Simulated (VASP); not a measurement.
Write the native input for VASP 6.6.1 that does the following.

```yaml
Task: single point
Functional: PBE
Potentials_or_basis: VASP PAW PBE potentials, release 64 (Ru_pv, Al)
Cutoff: 500 eV
k_mesh: 8 × 8 × 8
Occupations: fermi-dirac, width 0.05 eV
Spin: no spin polarisation
Dipole_correction: no
Further_INCAR_settings: ALGO = Normal; EDIFF = 1e-06; NBANDS = 16
```

The structure of AlRu lies in POSCAR:

```
AlRu
1.0
    2.9916000000     -0.0299160000      0.0000000000
   -0.0299160000      2.9916000000      0.0000000000
    0.0000000000      0.0000000000      2.9916000000
Ru Al
1 1
Direct
    0.5000000000      0.5000000000      0.5000000000
    0.0000000000      0.0000000000      0.0000000000
```

One way to write it, as run:

INCAR

```
SYSTEM = AlRu
  PREC = Accurate
  ENCUT = 500
  EDIFF = 1E-6
  ISMEAR = -1
  SIGMA = 0.05
  LREAL = .FALSE.
  LASPH = .TRUE.
  NELM = 120
  ALGO = Normal
  ISIF = 2
  LWAVE = .FALSE.
  LCHARG = .FALSE.
  GGA = PE
  NBANDS = 16
  GGA_COMPAT = .FALSE.
```

KPOINTS

```
Automatic mesh
0
G
  8 8 8
  0 0 0
```

Potentials or basis: VASP PAW PBE potentials, release 64 (Ru_pv, Al).

The run is started by

```bash
$ cat potpaw_PBE.64/Ru_pv/POTCAR potpaw_PBE.64/Al/POTCAR > POTCAR
$ mpirun -np 1 vasp_std > vasp.out
```

It gave:

- Pressure: 3.0 GPa
- Band gap on the k mesh: zero (an odd number of electrons rules out a gap without spin polarisation)

Caveat: the cell stands under pressure.

It took 50 s on 1 thread of Intel Xeon 8259CL, with other jobs on the host, peak memory 0.17 GiB.
